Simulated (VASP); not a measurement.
# Bi2Cl (I4/mmm) in VASP: a series of runs

The runs below take Bi2Cl through single point, relaxation of cell and atoms, with PBE.

Program: VASP 6.6.1. These are calculated values, not measurements. Logs are shortened: lines on timing, memory, paths and dates and some standing lists are left out, and cuts for length are marked.

## (1) The cell of the first run

The structure is tetragonal, space group I4/mmm (No. 139). The conventional cell has a = 4.097 Å, b = 4.097 Å, c = 10.049 Å, α = 90.00°, β = 90.00°, γ = 90.00°. Within 4.4 Å of Bi (site symmetry 4mm) lie 9 Bi at 3.32 to 4.10 Å and 5 Cl at 3.34 to 3.37 Å. Cl (site symmetry 4/mmm) has 10 Bi at 3.34 to 3.37 Å and 4 Cl at 4.10 Å within 4.4 Å.

## (2) Single point, PBE

Contents of INCAR:

```
SYSTEM = Bi2Cl
ALGO = Fast
EDIFF = 1E-6
ENCUT = 520
GGA = PE
ISIF = 2
ISMEAR = 0
LASPH = .TRUE.
LCHARG = .FALSE.
LREAL = .FALSE.
LWAVE = .FALSE.
NBANDS = 26
NELM = 60
PREC = Accurate
SIGMA = 0.1
```

Contents of KPOINTS:

```
k-points
0
G
  6 6 6
  0 0 0
```

Contents of POSCAR:

```
Bi2Cl
1.0
   -2.0482639515      2.0482639515      5.0246475061
    2.0482639515     -2.0482639515      5.0246475061
    2.0482639515      2.0482639515     -5.0246475061
Bi Cl
2 1
Direct
    0.6650000000      0.6650000000      0.0000000000
    0.3350000000      0.3350000000      0.0000000000
    0.0000000000      0.0000000000      0.0000000000
```

Potentials or basis: VASP PAW PBE potentials, release 64 (Bi_d, Cl).

Launch:

```bash
$ cat potpaw_PBE.64/Bi_d/POTCAR potpaw_PBE.64/Cl/POTCAR > POTCAR
$ mpirun -np 1 vasp_std > vasp.out
```

OUTCAR:

```text
SYSTEM = Bi2Cl
   EDIFF = 1E-6
   ENCUT = 520
   GGA = PE
   ISIF = 2
   ISMEAR = 0
   LASPH = .TRUE.
   LREAL = .FALSE.
   NELM = 60
   PREC = Accurate

 ion  position               nearest neighbor table
   1  0.665  0.665  0.000-   2 3.32   2 3.36   2 3.36   2 3.36   2 3.36
   2  0.335  0.335  0.000-   1 3.32   1 3.36   1 3.36   1 3.36   1 3.36
   3  0.000  0.000  0.000-

  LATTYP: Found a body centered tetragonal cell.
 ALAT       =     4.0965279030
 C/A-ratio  =     2.4531250000

  Lattice vectors:

 A1 = (  -2.0482639515,   2.0482639515,   5.0246475061)
 A2 = (   2.0482639515,  -2.0482639515,   5.0246475061)
 A3 = (   2.0482639515,   2.0482639515,  -5.0246475061)

Analysis of symmetry for initial positions (statically):
=====================================================================
 Subroutine PRICEL returns:
 Original cell was already a primitive cell.

 Routine SETGRP: Setting up the symmetry group for a
 body centered tetragonal supercell.

 Subroutine GETGRP returns: Found 16 space group operations
 (whereof 16 operations were pure point group operations)
 out of a pool of 16 trial point group operations.

The static configuration has the point symmetry D_4h.

Analysis of symmetry for dynamics (positions and initial velocities):
=====================================================================
 Subroutine PRICEL returns:
 Original cell was already a primitive cell.

 Routine SETGRP: Setting up the symmetry group for a
 body centered tetragonal supercell.

 Subroutine GETGRP returns: Found 16 space group operations
 (whereof 16 operations were pure point group operations)
 out of a pool of 16 trial point group operations.

The dynamic configuration has the point symmetry D_4h.

 Subroutine INISYM returns: Found 16 space group operations
 (whereof 16 operations are pure point group operations),
 and found     1 'primitive' translations

----------------------------------------------------------------------------------------

                                     Primitive cell

  volume of cell :      84.3213

  direct lattice vectors                    reciprocal lattice vectors
    -2.048263952  2.048263952  5.024647506     0.000000000  0.244109164  0.099509468
     2.048263952 -2.048263952  5.024647506     0.244109164  0.000000000  0.099509468
     2.048263952  2.048263952 -5.024647506     0.244109164  0.244109164  0.000000000

  length of vectors
     5.799814910  5.799814910  5.799814910     0.263612249  0.263612249  0.345222490

  position of ions in fractional coordinates (direct lattice)
     0.665000000  0.665000000  0.000000000
     0.335000000  0.335000000  0.000000000
     0.000000000  0.000000000  0.000000000

  ion indices of the primitive-cell ions
   primitive index   ion index
                 1           1
                 2           2
                 3           3

----------------------------------------------------------------------------------------

 KPOINTS: k-points

Automatic generation of k-mesh.
 Grid dimensions read from file:
 generate k-points for:    6    6    6

 Generating k-lattice:

  Cartesian coordinates                     Fractional coordinates (reciprocal lattice)
     0.000000000  0.040684861  0.016584911     0.166666667  0.000000000  0.000000000
     0.040684861  0.000000000  0.016584911     0.000000000  0.166666667  0.000000000
     0.040684861  0.040684861  0.000000000     0.000000000  0.000000000  0.166666667

  Length of vectors
     0.043935375  0.043935375  0.057537082

  Shift w.r.t. Gamma in fractional coordinates (k-lattice)
     0.000000000  0.000000000  0.000000000

 Subroutine IBZKPT returns following result:
 ===========================================

 Found     30 irreducible k-points:

 Following reciprocal coordinates:
            Coordinates               Weight
  0.000000  0.000000  0.000000      1.000000
  0.166667  0.000000  0.000000      8.000000
  0.333333  0.000000  0.000000      8.000000
  0.500000  0.000000 -0.000000      4.000000
  0.166667  0.166667 -0.000000      8.000000
  0.333333  0.166667  0.000000     16.000000
[... 16 lines left out ...]
 -0.333333 -0.333333  0.166667      8.000000
 -0.166667 -0.333333  0.166667      8.000000
 [... further k-points ...]
   k-points           NKPTS =     30   k-points in BZ     NKDIM =     30   number of bands    NBANDS=     26
   number of dos      NEDOS =    301   number of ions     NIONS =      3
   total plane-waves  NPLWV = 110592
   dimension x,y,z NGX =    48 NGY =   48 NGZ =   48
   dimension x,y,z NGXF=    96 NGYF=   96 NGZF=   96
   ions per type =               2   1
   NGX,Y,Z   is equivalent  to a cutoff of  13.76, 13.76, 13.76 a.u.
   NGXF,Y,Z  is equivalent  to a cutoff of  27.52, 27.52, 27.52 a.u.
 SYSTEM =  Bi2Cl
   PREC   = accura    normal or accurate (medium, high low for compatibility)
   ISTART =      0    job   : 0-new  1-cont  2-samecut
   ICHARG =      2    charge: 1-file 2-atom 10-const
   ISPIN  =      1    spin polarized calculation?
   LNONCOLLINEAR =      F non collinear calculations
   LSORBIT =      F    spin-orbit coupling
   LASPH  =      T    aspherical Exc in radial PAW
   ENCUT  =  520.0 eV  38.22 Ry    6.18 a.u.  10.78 10.78 10.78*2*pi/ulx,y,z
   NELM   =     60;   NELMIN=  2; NELMDL= -5     # of ELM steps
   EDIFF  = 0.1E-05   stopping-criterion for ELM
   LREAL  =      F    real-space projection
   EDIFFG = 0.1E-04   stopping-criterion for IOM
   NSW    =      0    number of steps for IOM
   IBRION =     -1    ionic relax: 0-MD 1-quasi-New 2-CG
   NFREE  =      0    steps in history (QN), initial steepest desc. (CG)
   ISIF   =      2    stress and relaxation
   ISYM   =      2    0-nonsym 1-usesym 2-fastsym
   POTIM  = 0.5000    time-step for ionic-motion
   TEBEG  =    0.0;   TEEND  =   0.0 temperature during run
   PSTRESS=    0.0 pullay stress
   NELECT =      37.0000    total number of electrons
   NUPDOWN=      -1.0000    fix difference up-down
   EMIN   =  10.00;   EMAX   =-10.00  energy-range for DOS
   EFERMI =   0.00;   METHOD = LEGACY
   ISMEAR =     0;   SIGMA  =   0.10  broadening in eV -4-tet -1-fermi 0-gaus
   EFERMI_NEDOS =   21; number of points for ismear=-14 and -15
   IALGO  =     68    algorithm
   IMIX   =      4    mixing-type and parameters
     AMIX     =   0.40;   BMIX     =  1.00
     AMIX_MAG =   1.60;   BMIX_MAG =  1.00
  volume/ion in A,a.u.               =      28.11       189.68
  Fermi-wavevector in a.u.,A,eV,Ry     =   1.244026  2.350869 21.056399  1.547602
  Thomas-Fermi vector in A             =   2.378311
   LORBIT       =      0    0 simple, 1 ext, 2 COOP (PROOUT), +10 PAW based schemes
   GGA     = PE    functional components
   LHFCALC =     F    Hartree Fock is set to
   AEXX    =    0.0000 exact exchange contribution
   IVDW    =     0    specifies the selected vdW correction
   LEPSILON=     F    determine dielectric tensor
   LRPA    =     F    only Hartree local field effects (RPA)
 non-spin polarized calculation
 RMM-DIIS sequential band-by-band and
 Gauss-broadening in eV      SIGMA  =   0.10
  energy-cutoff  :      520.00
  volume of cell :       84.32
 maximum number of plane-waves:      2299
 NGX is ok and might be reduce to    48
   NGX = 21   NGY = 21   NGZ = 21

 number of electron      37.0000002 magnetization

 Free energy of the ion-electron system (eV)
  ---------------------------------------------------
  ext. energy  EPLUGINS =         0.00000000
  ---------------------------------------------------
  free energy    TOTEN  =        -9.95533755 eV

  energy without entropy =       -9.94925983  energy(sigma->0) =       -9.95229869

 E-fermi :   6.7721     XC(G=0):  -9.9793

 val. band max:        6.7676775151   @ k =   0.5000   0.5000   0.5000
 cond. band min:       6.8379202752   @ k =  -0.3333   0.3333   0.3333
 fundamental gap:      0.0702427602
 Fermi energy:         6.7721333340

 k-point     1 :       0.0000    0.0000    0.0000
  band No.  band energies     occupation
      1     -16.3652      2.00000
      2     -16.3578      2.00000
      3     -16.3297      2.00000
      4     -16.3173      2.00000
      5     -16.3173      2.00000
      6     -16.2766      2.00000
[... 18 lines left out ...]
     25      14.8037      0.00000
     26      16.5083      0.00000

 k-point     2 :       0.1667    0.0000    0.0000
  band No.  band energies     occupation
      1     -16.3719      2.00000
      2     -16.3524      2.00000
      3     -16.3413      2.00000
      4     -16.3293      2.00000
      5     -16.3167      2.00000
      6     -16.2761      2.00000
[... 18 lines left out ...]
     25      16.1449      0.00000
     26      16.7602      0.00000

 k-point     3 :       0.3333    0.0000    0.0000
  band No.  band energies     occupation
      1     -16.3801      2.00000
      2     -16.3627      2.00000
      3     -16.3518      2.00000
      4     -16.3420      2.00000
      5     -16.3079      2.00000
      6     -16.2804      2.00000
[... 18 lines left out ...]
     25      15.0395      0.00000
     26      15.6940      0.00000

 k-point     4 :       0.5000    0.0000   -0.0000
  band No.  band energies     occupation
      1     -16.3800      2.00000
      2     -16.3694      2.00000
      3     -16.3653      2.00000
      4     -16.3431      2.00000
      5     -16.2997      2.00000
      6     -16.2779      2.00000
[... 18 lines left out ...]
     25      14.1772      0.00000
     26      16.2631      0.00000

 k-point     5 :       0.1667    0.1667   -0.0000
  band No.  band energies     occupation
      1     -16.3784      2.00000
      2     -16.3541      2.00000
      3     -16.3502      2.00000
      4     -16.3284      2.00000
      5     -16.3215      2.00000
      6     -16.2739      2.00000
[... 18 lines left out ...]
     25      14.5382      0.00000
     26      16.0375      0.00000

 k-point     6 :       0.3333    0.1667    0.0000
  band No.  band energies     occupation
      1     -16.3818      2.00000
      2     -16.3647      2.00000
      3     -16.3571      2.00000
      4     -16.3313      2.00000
      5     -16.3049      2.00000
      6     -16.2814      2.00000
[... 427 lines left out ...]
 k-point    21 :      -0.3333    0.5000    0.1667
  band No.  band energies     occupation
      1     -16.3821      2.00000
      2     -16.3714      2.00000
      3     -16.3667      2.00000
      4     -16.3337      2.00000
      5     -16.3060      2.00000
      6     -16.2829      2.00000
[... 18 lines left out ...]
     25      14.5429      0.00000
     26      15.0350      0.00000

 k-point    22 :      -0.1667    0.5000    0.1667
  band No.  band energies     occupation
      1     -16.3825      2.00000
      2     -16.3755      2.00000
      3     -16.3624      2.00000
      4     -16.3377      2.00000
      5     -16.3109      2.00000
      6     -16.2856      2.00000
[... 18 lines left out ...]
     25      14.4477      0.00000
     26      14.8845      0.00000

 k-point    23 :      -0.3333   -0.3333    0.1667
  band No.  band energies     occupation
      1     -16.3797      2.00000
      2     -16.3718      2.00000
      3     -16.3609      2.00000
      4     -16.3389      2.00000
      5     -16.3300      2.00000
      6     -16.2696      2.00000
[... 18 lines left out ...]
     25      14.4437      0.00000
     26      14.8040      0.00000

 k-point    24 :      -0.1667   -0.3333    0.1667
  band No.  band energies     occupation
      1     -16.3722      2.00000
      2     -16.3695      2.00000
      3     -16.3524      2.00000
      4     -16.3441      2.00000
      5     -16.3289      2.00000
      6     -16.2715      2.00000
[... 18 lines left out ...]
     25      15.2457      0.00000
     26      15.6122      0.00000

 [... further k-points ...]

------------------------ aborting loop because EDIFF is reached ----------------------------------------

  FORCE on cell =-STRESS in cart. coord.  units (eV):
  Direction    XX          YY          ZZ          XY          YZ          ZX
  --------------------------------------------------------------------------------------
  -------------------------------------------------------------------------------------
  Total        0.4068457      0.4068457      1.4344374      0.0000000     -0.0000000      0.0000000
  in kB        7.7304167      7.7304167     27.2555379      0.0000000     -0.0000000      0.0000000
  external PRESSURE =      14.2387904 kB  Pullay stress =       0.0000000 kB

 VOLUME and BASIS-vectors are now :
 -----------------------------------------------------------------------------
  energy-cutoff  :      520.00
  volume of cell :       84.32
      direct lattice vectors                 reciprocal lattice vectors
    -2.048263952  2.048263952  5.024647506     0.000000000  0.244109164  0.099509468
     2.048263952 -2.048263952  5.024647506     0.244109164  0.000000000  0.099509468
     2.048263952  2.048263952 -5.024647506     0.244109164  0.244109164  0.000000000

 POSITION                                       TOTAL-FORCE (eV/Angst)
 -----------------------------------------------------------------------------------
      0.00000      0.00000      6.68278        -0.000000     -0.000000      0.730857
      0.00000      0.00000      3.36651        -0.000000     -0.000000     -0.730857
      0.00000      0.00000      0.00000         0.000000      0.000000      0.000000
 -----------------------------------------------------------------------------------
    total drift:                               -0.000000     -0.000000      0.000000

  FREE ENERGIE OF THE ION-ELECTRON SYSTEM (eV)
  ---------------------------------------------------
  free  energy   TOTEN  =        -9.9553375548 eV

  energy  without entropy=       -9.9492598261  energy(sigma->0) =       -9.95229869
```

Run time: 2.7 min. Hardware: 1 thread of Oxide Virtual Turin-like, shared host; peak memory 0.3 GiB.

Results:

```yaml
Free_energy: -9.9553 eV
Pressure: 1.4 GPa
Largest_force: 0.731 eV/Å
Band_gap_on_the_k_mesh: zero (an odd number of electrons rules out a gap without spin polarisation)
```

Forces in eV/Å, atoms in the order of the input:
```
Bi   0.000  0.000  0.731
Bi   0.000  0.000 -0.731
Cl   0.000  0.000  0.000
```

Levels at points of the mesh, in eV from the Fermi level:
```csv
k point,band 16,band 17,band 18,band 19,band 20,band 21,band 22,band 23
"(0.00, 0.00, 0.00)",-3.66,-2.84,-0.82,-0.82,3.29,3.29,3.52,4.63
"(0.50, 0.00, 0.00)",-3.38,-2.09,-1.03,0.45,1.39,1.85,2.36,5.78
"(0.50, 0.50, 0.00)",-3.90,-3.64,-1.79,-1.61,1.27,2.38,2.57,7.94
"(0.50, 0.50, 0.50)",-3.15,-0.32,0.00,0.00,1.40,3.47,3.47,3.54
```

Caveat: spin-orbit coupling is left out, which moves the levels of the heavy elements.

(Continued in part 2 of 2.)

The gap in the log of VASP goes by the Fermi energy; the results here count the filled bands.